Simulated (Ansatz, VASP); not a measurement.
**Two plane-wave programs on Fe**

File POSCAR:

```
Fe
1.0
   -1.3650158294      1.3650158294      1.3650158294
    1.3650158294     -1.3650158294      1.3650158294
    1.3650158294      1.3650158294     -1.3650158294
Fe
1
Direct
    0.0000000000      0.0000000000      0.0000000000
```

Contents of INCAR.step1:

```
SYSTEM = Fe
PREC = Accurate
ENCUT = 660
ISMEAR = -1
SIGMA = 0.2
LREAL = .False.
LASPH = .True.
NELM = 120
NBANDS = 10
GGA = PE
ALGO = Normal
EDIFF = 1E-5
LWAVE = .True.
LCHARG = .False.
GGA_COMPAT = .False.
```

INCAR.step2

```
SYSTEM = Fe
PREC = Accurate
ENCUT = 660
EDIFF = 1E-6
ISMEAR = -1
SIGMA = 0.2
LREAL = .False.
LASPH = .True.
NELM = 120
ALGO = Normal
ISIF = 2
LWAVE = .False.
LCHARG = .False.
METAGGA = R2SCAN
LMIXTAU = .True.
NBANDS = 10
ISTART = 1
GGA_COMPAT = .False.
```

File KPOINTS:

```
regular mesh
0
Gamma
  16 16 16
  0 0 0
```

Input for Ansatz:

```yaml
crystal:
  lattice:
    - [-1.3650158294, 1.3650158294, 1.3650158294]
    - [1.3650158294, -1.3650158294, 1.3650158294]
    - [1.3650158294, 1.3650158294, -1.3650158294]
  atoms:
    - { symbol: Fe, position: [0.0, 0.0, 0.0] }
hamiltonian:
  xc: r2scan
  pseudopotentials:
    kind: paw
    azcp:
      Fe: "pseudopotentials/Fe.paw.azcp"
basis:
  ecutwfc: 500
  fft_grid_basis: typed
kpoints:
  mp_grid: { grid: [16, 16, 16], shift: [0, 0, 0] }
magnetization:
  spin_polarized: false
scf:
  occupations: { method: fermi_dirac, width: 0.2 }
  lower_state_search: "off"
output:
  stress: true
```

Alike in both runs: task single point; functional r2SCAN; k mesh 16 × 16 × 16; occupations fermi-dirac, width 0.2 eV; no spin polarisation.

|  | VASP | Ansatz |
| --- | --- | --- |
| version | VASP 6.6.1 | Ansatz 0.2.0 |
| potentials or method | VASP PAW PBE potentials, release 64 (Fe), cutoff 660 eV | plane waves (500 eV) with PAW, scalar-relativistic |
| valence electrons in the cell | 8 | 16 |

|  | VASP | Ansatz | Ansatz less VASP |
| --- | --- | --- | --- |
| pressure (GPa) | 3.2 | 2.7 | -0.55 |

VASP's potentials were made for PBE, not for r2SCAN. VASP's potentials hold 8 valence electrons a cell and Ansatz's 16, so a difference there can come from the potentials and not from the codes.
